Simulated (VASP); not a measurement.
# Os (P6_3/mmc) in VASP: settings compared

Aim: see how the results for Os move with the level of theory and the settings. Levels: PBE, PBE0. Tasks: single point.

All numbers are computed with VASP 6.6.1; they aren't measurements. Logs are shortened: lines on timing, memory, paths and dates and some standing lists are left out, and cuts for length are marked.

### 1 The cell of the first run

Symmetry: P6_3/mmc, No. 194, hexagonal system. The conventional cell has a = 2.756 Å, b = 2.756 Å, c = 4.343 Å, α = 90.00°, β = 90.00°, γ = 120.00°. Within 3.5 Å of Os (site symmetry -6m2) lie 12 Os at 2.69 to 2.76 Å.

### 2 Single point, PBE (14.28 Å³/atom)

INCAR reads:

```
PREC = Accurate
ENCUT = 520
EDIFF = 1E-6
ISMEAR = -1
SIGMA = 0.1
LREAL = False
LASPH = True
NELM = 80
ALGO = Normal
ISIF = 2
LWAVE = False
LCHARG = False
GGA = PE
NBANDS = 15
```

KPOINTS reads:

```
Automatic mesh
0
Gamma
  21 21 12
```

POSCAR reads:

```
Os
1.0
    2.7559294133      0.0000000000      0.0000000000
   -1.3779647066      2.3867048830      0.0000000000
    0.0000000000      0.0000000000      4.3426533301
Os
2
Direct
    0.3333333333      0.6666666667      0.2500000000
    0.6666666667      0.3333333333      0.7500000000
```

Potentials or basis: VASP PAW PBE potentials, release 64 (Os).

Run with:

```console
$ cat potpaw_PBE.64/Os/POTCAR > POTCAR
$ mpirun -np 1 vasp_std > vasp.out
```

OUTCAR:

```text
PREC = Accurate
   ENCUT = 520
   EDIFF = 1E-6
   ISMEAR = -1
   LREAL = False
   LASPH = True
   NELM = 80
   ISIF = 2
   GGA = PE

 ion  position               nearest neighbor table
   1  0.333  0.667  0.250-   2 2.69   2 2.69   2 2.69   2 2.69   2 2.69   2 2.69
   2  0.667  0.333  0.750-   1 2.69   1 2.69   1 2.69   1 2.69   1 2.69   1 2.69

  LATTYP: Found a hexagonal cell.
 ALAT       =     2.7559294133
 C/A-ratio  =     1.5757491136

  Lattice vectors:

 A1 = (   2.7559294133,   0.0000000000,   0.0000000000)
 A2 = (  -1.3779647066,   2.3867048830,   0.0000000000)
 A3 = (   0.0000000000,   0.0000000000,   4.3426533301)

Analysis of symmetry for initial positions (statically):
=====================================================================
 Subroutine PRICEL returns:
 Original cell was already a primitive cell.

 Routine SETGRP: Setting up the symmetry group for a
 hexagonal supercell.

 Subroutine GETGRP returns: Found 24 space group operations
 (whereof 12 operations were pure point group operations)
 out of a pool of 24 trial point group operations.

The static configuration has the point symmetry D_3d.
 The point group associated with its full space group is D_6h.

Analysis of symmetry for dynamics (positions and initial velocities):
=====================================================================
 Subroutine PRICEL returns:
 Original cell was already a primitive cell.

 Routine SETGRP: Setting up the symmetry group for a
 hexagonal supercell.

 Subroutine GETGRP returns: Found 24 space group operations
 (whereof 12 operations were pure point group operations)
 out of a pool of 24 trial point group operations.

The dynamic configuration has the point symmetry D_3d.
 The point group associated with its full space group is D_6h.

 Subroutine INISYM returns: Found 24 space group operations
 (whereof 12 operations are pure point group operations),
 and found     1 'primitive' translations

----------------------------------------------------------------------------------------

                                     Primitive cell

  volume of cell :      28.5642

  direct lattice vectors                    reciprocal lattice vectors
     2.755929413  0.000000000  0.000000000     0.362853996  0.209493852  0.000000000
    -1.377964707  2.386704883  0.000000000     0.000000000  0.418987704  0.000000000
     0.000000000  0.000000000  4.342653330     0.000000000  0.000000000  0.230273965

  length of vectors
     2.755929413  2.755929413  4.342653330     0.418987704  0.418987704  0.230273965

  position of ions in fractional coordinates (direct lattice)
     0.333333333  0.666666667  0.250000000
     0.666666667  0.333333333  0.750000000

  ion indices of the primitive-cell ions
   primitive index   ion index
                 1           1
                 2           2

----------------------------------------------------------------------------------------

 KPOINTS: Automatic mesh

Automatic generation of k-mesh.
 Grid dimensions read from file:
 generate k-points for:   21   21   12

 Generating k-lattice:

  Cartesian coordinates                     Fractional coordinates (reciprocal lattice)
     0.017278762  0.009975898  0.000000000     0.047619048  0.000000000  0.000000000
     0.000000000  0.019951795  0.000000000     0.000000000  0.047619048  0.000000000
     0.000000000  0.000000000  0.019189497     0.000000000  0.000000000  0.083333333

  Length of vectors
     0.019951795  0.019951795  0.019189497

  Shift w.r.t. Gamma in fractional coordinates (k-lattice)
     0.000000000  0.000000000  0.000000000

 Subroutine IBZKPT returns following result:
 ===========================================

 Found    336 irreducible k-points:

 Following reciprocal coordinates:
            Coordinates               Weight
  0.000000  0.000000  0.000000      1.000000
  0.047619  0.000000  0.000000      6.000000
  0.095238  0.000000  0.000000      6.000000
  0.142857  0.000000  0.000000      6.000000
  0.190476  0.000000  0.000000      6.000000
  0.238095 -0.000000  0.000000      6.000000
[... 16 lines left out ...]
  0.142857  0.095238  0.000000     12.000000
  0.190476  0.095238  0.000000     12.000000
 [... further k-points ...]
   k-points           NKPTS =    336   k-points in BZ     NKDIM =    336   number of bands    NBANDS=     15
   number of dos      NEDOS =    301   number of ions     NIONS =      2
   total plane-waves  NPLWV =  12800
   dimension x,y,z NGX =    20 NGY =   20 NGZ =   32
   dimension x,y,z NGXF=    40 NGYF=   40 NGZF=   64
   ions per type =               2
   NGX,Y,Z   is equivalent  to a cutoff of  12.06, 12.06, 12.25 a.u.
   NGXF,Y,Z  is equivalent  to a cutoff of  24.13, 24.13, 24.50 a.u.
 SYSTEM =  unknown system
   PREC   = accura    normal or accurate (medium, high low for compatibility)
   ISTART =      0    job   : 0-new  1-cont  2-samecut
   ICHARG =      2    charge: 1-file 2-atom 10-const
   ISPIN  =      1    spin polarized calculation?
   LNONCOLLINEAR =      F non collinear calculations
   LSORBIT =      F    spin-orbit coupling
   LASPH  =      T    aspherical Exc in radial PAW
   ENCUT  =  520.0 eV  38.22 Ry    6.18 a.u.   5.12  5.12  8.07*2*pi/ulx,y,z
   NELM   =     80;   NELMIN=  2; NELMDL= -5     # of ELM steps
   EDIFF  = 0.1E-05   stopping-criterion for ELM
   LREAL  =      F    real-space projection
   EDIFFG = 0.1E-04   stopping-criterion for IOM
   NSW    =      0    number of steps for IOM
   IBRION =     -1    ionic relax: 0-MD 1-quasi-New 2-CG
   NFREE  =      0    steps in history (QN), initial steepest desc. (CG)
   ISIF   =      2    stress and relaxation
   ISYM   =      2    0-nonsym 1-usesym 2-fastsym
   POTIM  = 0.5000    time-step for ionic-motion
   TEBEG  =    0.0;   TEEND  =   0.0 temperature during run
   PSTRESS=    0.0 pullay stress
   NELECT =      16.0000    total number of electrons
   NUPDOWN=      -1.0000    fix difference up-down
   EMIN   =  10.00;   EMAX   =-10.00  energy-range for DOS
   EFERMI =   0.00;   METHOD = LEGACY
   ISMEAR =    -1;   SIGMA  =   0.10  broadening in eV -4-tet -1-fermi 0-gaus
   EFERMI_NEDOS =   21; number of points for ismear=-14 and -15
   IALGO  =     38    algorithm
   IMIX   =      4    mixing-type and parameters
     AMIX     =   0.40;   BMIX     =  1.00
     AMIX_MAG =   1.60;   BMIX_MAG =  1.00
  volume/ion in A,a.u.               =      14.28        96.38
  Fermi-wavevector in a.u.,A,eV,Ry     =   1.349504  2.550193 24.778399  1.821161
  Thomas-Fermi vector in A             =   2.477085
   LORBIT       =      0    0 simple, 1 ext, 2 COOP (PROOUT), +10 PAW based schemes
   GGA     = PE    functional components
   LHFCALC =     F    Hartree Fock is set to
   AEXX    =    0.0000 exact exchange contribution
   IVDW    =     0    specifies the selected vdW correction
   LEPSILON=     F    determine dielectric tensor
   LRPA    =     F    only Hartree local field effects (RPA)
 non-spin polarized calculation
  energy-cutoff  :      520.00
  volume of cell :       28.56
 maximum number of plane-waves:       784
   NGX = 11   NGY = 11   NGZ = 17

 number of electron      15.9999999 magnetization

 Free energy of the ion-electron system (eV)
  ---------------------------------------------------
  ext. energy  EPLUGINS =         0.00000000
  ---------------------------------------------------
  free energy    TOTEN  =       -22.51898356 eV

  energy without entropy =      -22.47638512  energy(sigma->0) =      -22.49768434

 E-fermi :   9.1764     XC(G=0): -13.9384

 val. band max:        9.1683590104   @ k =   0.1429   0.0000   0.3333
 cond. band min:       9.1764545935   @ k =   0.1429   0.1429   0.0833
 fundamental gap:      0.0080955832
 Fermi energy:         9.1764123815

 k-point     1 :       0.0000    0.0000    0.0000
  band No.  band energies     occupation
      1      -1.5998      2.00000
      2       1.5615      2.00000
      3       6.1885      2.00000
      4       6.1885      2.00000
      5       6.4669      2.00000
      6       7.0086      2.00000
      7       7.0086      2.00000
      8       7.6136      2.00000
      9       7.6136      2.00000
     10       9.2108      0.82959
     11      10.7878      0.00000
     12      10.7878      0.00000
     13      18.0151      0.00000
     14      23.1829      0.00000
     15      25.9220      0.00000

 k-point     2 :       0.0476    0.0000    0.0000
  band No.  band energies     occupation
      1      -1.5098      2.00000
      2       1.6417      2.00000
      3       5.9696      2.00000
      4       6.2671      2.00000
      5       6.6615      2.00000
      6       6.9538      2.00000
      7       7.0818      2.00000
      8       7.5115      2.00000
      9       7.5490      2.00000
     10       8.7271      1.97787
     11      10.8330      0.00000
     12      11.3994      0.00000
     13      18.0083      0.00000
     14      23.3684      0.00000
     15      26.0394      0.00000

 k-point     3 :       0.0952    0.0000    0.0000
  band No.  band energies     occupation
      1      -1.2449      2.00000
      2       1.8710      2.00000
      3       5.6252      2.00000
      4       6.5007      2.00000
      5       6.7762      2.00000
      6       6.9830      2.00000
      7       7.1098      2.00000
      8       7.2990      2.00000
      9       7.3725      2.00000
     10       8.1114      1.99995
     11      10.9527      0.00000
     12      12.4981      0.00000
     13      17.9779      0.00000
     14      23.8867      0.00000
     15      26.3624      0.00000
[... 343 lines left out ...]
 k-point    23 :       0.1429    0.0952    0.0000
  band No.  band energies     occupation
      1      -0.0327      2.00000
      2       2.7789      2.00000
      3       4.7441      2.00000
      4       5.4195      2.00000
      5       6.3266      2.00000
      6       6.4776      2.00000
      7       7.6465      2.00000
      8       7.6553      2.00000
      9       7.7192      2.00000
     10       8.5347      1.99674
     11      11.2560      0.00000
     12      15.4622      0.00000
     13      17.7379      0.00000
     14      24.7122      0.00000
     15      25.6825      0.00000

 k-point    24 :       0.1905    0.0952    0.0000
  band No.  band energies     occupation
      1       0.5939      2.00000
      2       3.0490      2.00000
      3       4.5737      2.00000
      4       4.7544      2.00000
      5       6.2234      2.00000
      6       6.2343      2.00000
      7       7.4475      2.00000
      8       8.0577      1.99997
      9       8.3915      1.99922
     10       9.2058      0.85409
     11      11.3658      0.00000
     12      16.6587      0.00000
     13      17.6021      0.00000
     14      23.2921      0.00000
     15      24.5971      0.00000

 [... further k-points ...]

------------------------ aborting loop because EDIFF is reached ----------------------------------------

  FORCE on cell =-STRESS in cart. coord.  units (eV):
  Direction    XX          YY          ZZ          XY          YZ          ZX
  --------------------------------------------------------------------------------------
  -------------------------------------------------------------------------------------
  Total       -0.0714364     -0.0714364      0.0671189     -0.0000000      0.0000000      0.0000000
  in kB       -4.0068991     -4.0068991      3.7647269     -0.0000000      0.0000000      0.0000000
  external PRESSURE =      -1.4163571 kB  Pullay stress =       0.0000000 kB

 VOLUME and BASIS-vectors are now :
 -----------------------------------------------------------------------------
  energy-cutoff  :      520.00
  volume of cell :       28.56
      direct lattice vectors                 reciprocal lattice vectors
     2.755929413  0.000000000  0.000000000     0.362853996  0.209493852  0.000000000
    -1.377964707  2.386704883  0.000000000     0.000000000  0.418987704  0.000000000
     0.000000000  0.000000000  4.342653330     0.000000000  0.000000000  0.230273965

 POSITION                                       TOTAL-FORCE (eV/Angst)
 -----------------------------------------------------------------------------------
     -0.00000      1.59114      1.08566        -0.000000      0.000000      0.000000
      1.37796      0.79557      3.25699         0.000000     -0.000000      0.000000
 -----------------------------------------------------------------------------------
    total drift:                               -0.000000      0.000000     -0.000000

  FREE ENERGIE OF THE ION-ELECTRON SYSTEM (eV)
  ---------------------------------------------------
  free  energy   TOTEN  =       -22.5189835601 eV

  energy  without entropy=      -22.4763851171  energy(sigma->0) =      -22.49768434
```

It took 40 s on 1 thread of Intel Xeon 6975P-C (Granite Rapids), shared host; peak memory 0.23 GiB.

Results:

| Quantity | Value |
| --- | --- |
| Free energy | -22.5190 eV |
| Pressure | -0.1 GPa |
| Band gap on the k mesh | zero (bands 8 and 9 overlap by 3.76 eV) |

Levels at points of the mesh, in eV from the Fermi level:
```
           k point  band 4  band 5  band 6  band 7  band 8  band 9  band 10  band 11  band 12  band 13
(0.00, 0.00, 0.00)   -2.99   -2.71   -2.17   -2.17   -1.56   -1.56     0.03     1.61     1.61     8.84
(0.00, 0.00, 0.50)   -3.49   -3.19   -3.19   -3.19   -3.19    0.84     0.84     0.84     0.84    13.71
```

Caveat: spin-orbit coupling is left out, which moves the levels of the heavy elements.

### 3 Single point, PBE (14.85 Å³/atom)

This run uses another cell than the first one, of 14.85 Å³/atom.

INCAR, as its differences from that of step 2:

```diff
@@ -2,3 +2,3 @@
 ENCUT = 520
-EDIFF = 1E-6
+EDIFF = 1E-7
 ISMEAR = -1
```

KPOINTS reads:

```
regular mesh
0
Gamma
  21 21 12
```

POSCAR reads:

```
Os
1.0
    2.7921958013      0.0000000000      0.0000000000
   -1.3960979007      2.4181124963      0.0000000000
    0.0000000000      0.0000000000      4.3998000589
Os
2
Direct
    0.3333333333      0.6666666667      0.2500000000
    0.6666666667      0.3333333333      0.7500000000
```

Potentials or basis: VASP PAW PBE potentials, release 64 (Os).

Run with:

```console
$ cat potpaw_PBE.64/Os/POTCAR > POTCAR
$ mpirun -np 1 vasp_std > vasp.out
```

Run time: 48 s. Hardware: 1 thread of Intel Xeon 6975P-C (Granite Rapids), shared host; peak memory 0.25 GiB.

Results (log left out):

```yaml
Free_energy: -22.4656 eV
Pressure: -14.5 GPa
Band_gap_on_the_k_mesh: zero (bands 8 and 9 overlap by 3.53 eV)
```

Stress tensor (GPa, compression positive):
```
-14.44   0.00   0.00
  0.00 -14.44   0.00
  0.00   0.00 -14.75
```

Levels at points of the mesh, in eV from the Fermi level:
```csv
k point,band 6,band 7,band 8,band 9,band 10,band 11
"(0.00, 0.00, 0.00)",-2.04,-2.04,-1.48,-1.48,0.05,1.52
"(0.00, 0.00, 0.50)",-3.00,-3.00,-3.00,0.78,0.78,0.78
```

Caveat: the cell stands under tension; spin-orbit coupling is left out, which moves the levels of the heavy elements.

### 4 Single point, PBE (15.42 Å³/atom)

This run uses another cell than the first one, of 15.42 Å³/atom.

INCAR reads:

```
  PREC = Accurate
  ENCUT = 520
  EDIFF = 1E-6
  ISMEAR = -1
  SIGMA = 0.1
  LREAL = False
  LASPH = True
  NELM = 80
  ALGO = Normal
  ISIF = 2
  LWAVE = False
  LCHARG = False
  GGA = PE
  NBANDS = 15
```

KPOINTS is that of step 3.

POSCAR reads:

```
Os
1.0
    2.8275438045      0.0000000000      0.0000000000
   -1.4137719022      2.4487247650      0.0000000000
    0.0000000000      0.0000000000      4.4554996435
Os
2
Direct
    0.3333333333      0.6666666667      0.2500000000
    0.6666666667      0.3333333333      0.7500000000
```

Run with:

```console
$ cat potpaw_PBE.64/Os/POTCAR > POTCAR
$ mpirun -np 1 vasp_std > vasp.out
```

Run time: 43 s. Hardware: 1 thread of Intel Xeon 6975P-C (Granite Rapids), shared host; peak memory 0.26 GiB.

Results (log left out):

```
Free energy            : -22.3210 eV
Pressure               : -25.8 GPa
Band gap on the k mesh : zero (bands 8 and 9 overlap by 3.31 eV)
```

Stress tensor (GPa, compression positive):
```
-25.45   0.00   0.00
  0.00 -25.45   0.00
  0.00   0.00 -26.64
```

Levels at points of the mesh, in eV from the Fermi level:
```csv
k point,band 5,band 6,band 7,band 8,band 9,band 10,band 11,band 12
"(0.00, 0.00, 0.00)",-2.41,-1.93,-1.93,-1.40,-1.40,0.07,1.43,1.43
"(0.00, 0.00, 0.50)",-2.84,-2.84,-2.84,-2.84,0.72,0.72,0.72,0.72
```

Caveat: the cell stands under tension; spin-orbit coupling is left out, which moves the levels of the heavy elements.

### 5 Single point, PBE0

POSCAR reads:

```
Os
1.0
    2.7559294133      0.0000000000      0.0000000000
   -1.3779647067      2.3867048830      0.0000000000
    0.0000000000      0.0000000000      4.3426533298
Os
2
Direct
    0.3333333333      0.6666666667      0.2500000000
    0.6666666667      0.3333333333      0.7500000000
```

INCAR.step1 reads:

```
SYSTEM = Os
PREC = Accurate ; ENCUT = 520
EDIFF = 1E-5 ; ISMEAR = -1
SIGMA = 0.1 ; LREAL = .FALSE.
LASPH = .TRUE. ; NELM = 120
ALGO = Normal ; ISIF = 2
LWAVE = .TRUE. ; LCHARG = .FALSE.
NBANDS = 15 ; GGA = PE
GGA_COMPAT = .FALSE.
```

INCAR.step2 reads:

```
SYSTEM = Os
PREC = Accurate ; ENCUT = 520
EDIFF = 1E-6 ; ISMEAR = -1
SIGMA = 0.1 ; LREAL = .FALSE.
LASPH = .TRUE. ; NELM = 120
ALGO = Normal ; ISIF = 2
LWAVE = .FALSE. ; LCHARG = .FALSE.
GGA = PE ; LHFCALC = .TRUE.
AEXX = 0.25 ; PRECFOCK = Normal
NBANDS = 15 ; ISTART = 1
GGA_COMPAT = .FALSE.
```

KPOINTS reads:

```
Automatic mesh
0
G
  7 7 4
  0 0 0
```

Run with:

```console
$ cat potpaw_PBE.64/Os/POTCAR > POTCAR
$ cp INCAR.step1 INCAR
$ mpirun -np 1 vasp_std > vasp.out
$ cp INCAR.step2 INCAR
$ mpirun -np 1 vasp_std > vasp.out
```

It took 88 min on 1 thread of Intel Xeon 8259CL, shared host; peak memory 0.17 GiB.

It converged, with:

| Property | Result |
| --- | --- |
| Free energy | -27.9005 eV |
| Pressure | -13.0 GPa |
| Band gap on the k mesh | zero (bands 8 and 9 overlap by 4.75 eV) |

Stress tensor (GPa, compression positive):
```
-10.09   0.00   0.00
  0.00 -10.09   0.00
  0.00   0.00 -18.97
```

Levels at points of the mesh, in eV from the Fermi level:
| k point | band 4 | band 5 | band 6 | band 7 | band 8 | band 9 | band 10 | band 11 | band 12 | band 13 |
| --- | --- | --- | --- | --- | --- | --- | --- | --- | --- | --- |
| (0.00, 0.00, 0.00) | -3.97 | -3.60 | -3.01 | -3.01 | -2.40 | -2.40 | -0.56 | 2.25 | 2.25 | 10.28 |
| (0.00, 0.00, 0.50) | -4.41 | -4.22 | -4.22 | -4.22 | -4.22 | 1.29 | 1.29 | 1.29 | 1.29 | 15.09 |

Caveat: the k points lie up to 0.38 Å⁻¹ apart, too coarse for converged energies and pressures of a metal; the PAW data sets were made with another functional, which shifts forces and pressure a little; spin-orbit coupling is left out, which moves the levels of the heavy elements.

### 6 Summary

| level | cell | k mesh | grid for exact exchange (PRECFOCK) | share of exact exchange | gap on the mesh (eV) | pressure (GPa) |
| --- | --- | --- | --- | --- | --- | --- |
| PBE | a = 2.756, b = 2.756, c = 4.343 Å, angles 90.0, 90.0, 120.0°, 2 atoms | 21 × 21 × 12 | - | - | none | -0.1 |
| PBE | a = 2.792, b = 2.792, c = 4.400 Å, angles 90.0, 90.0, 120.0°, 2 atoms | 21 × 21 × 12 | - | - | none | -14.5 |
| PBE | a = 2.828, b = 2.828, c = 4.455 Å, angles 90.0, 90.0, 120.0°, 2 atoms | 21 × 21 × 12 | - | - | none | -25.8 |
| PBE0 | a = 2.756, b = 2.756, c = 4.343 Å, angles 90.0, 90.0, 120.0°, 2 atoms | 7 × 7 × 4 | Normal | 0.25 | none | -13.0 |

Alike in all rows: task single point; potentials or basis VASP PAW PBE potentials, release 64 (Os); no spin polarisation; cutoff (eV) 520; smearing fermi-dirac 0.1 eV.

Caveats: some runs use coarse meshes; spin-orbit coupling is left out, which moves the levels of the heavy elements; the cell stands under tension (at least some runs); the PAW data sets were made with another functional, which shifts forces and pressure a little (at least some runs).

Absolute energies hang on the potentials; compare differences alone.
